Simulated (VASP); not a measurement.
Set up this calculation in VASP 6.6.1, as the native input.

```
Task                   : single point
Functional             : PBE
Potentials or basis    : VASP PAW PBE potentials, release 64 (Na_pv, I)
Cutoff                 : 520 eV
k mesh                 : 4 × 4 × 4
Occupations            : gaussian, width 0.01 eV
Spin                   : no spin polarisation
Dipole correction      : no
Further INCAR settings : ALGO = Normal; EDIFF = 1e-07; NBANDS = 14
```

The structure of NaI lies in POSCAR:

```
NaI
1.0
    0.0000000000      3.2297205363      3.2297205363
    3.2297205363      0.0000000000      3.2297205363
    3.2297205363      3.2297205363      0.0000000000
Na I
1 1
Direct
    0.0000000000      0.0000000000      0.0000000000
    0.5000000000      0.5000000000      0.5000000000
```

The input as run:

INCAR

```
SYSTEM = NaI
ALGO     = Normal         ! electronic algorithm
EDIFF    = 1E-7           ! SCF threshold, eV
ENCUT    = 520            ! plane-wave cutoff, eV
GGA      = PE             ! functional
ISIF     = 2              ! what is computed and relaxed
ISMEAR   = 0              ! smearing method
LASPH    = .True.         ! aspherical terms in the spheres
LCHARG   = .False.        ! write CHGCAR
LREAL    = .False.        ! projectors in reciprocal space
LWAVE    = .False.        ! write WAVECAR
NBANDS   = 14             ! bands
NELM     = 100            ! most SCF steps
PREC     = Accurate       ! precision mode
SIGMA    = 0.01           ! smearing width, eV
```

KPOINTS

```
k-points
0
Gamma
  4 4 4
  0 0 0
```

Potentials or basis: VASP PAW PBE potentials, release 64 (Na_pv, I).

Launch:

```console
$ cat potpaw_PBE.64/Na_pv/POTCAR potpaw_PBE.64/I/POTCAR > POTCAR
$ mpirun -np 1 vasp_std > vasp.out
```

It gave:

```json
{
  "Pressure": "0.6 GPa",
  "Band gap on the k mesh": "3.66 eV"
}
```

Caveat: the k points lie up to 0.42 Å⁻¹ apart; spin-orbit coupling is left out, which moves the levels of the heavy elements.

Wall time 16 s on 1 thread of Intel Xeon 8259CL (shared host), peak memory 0.2 GiB.
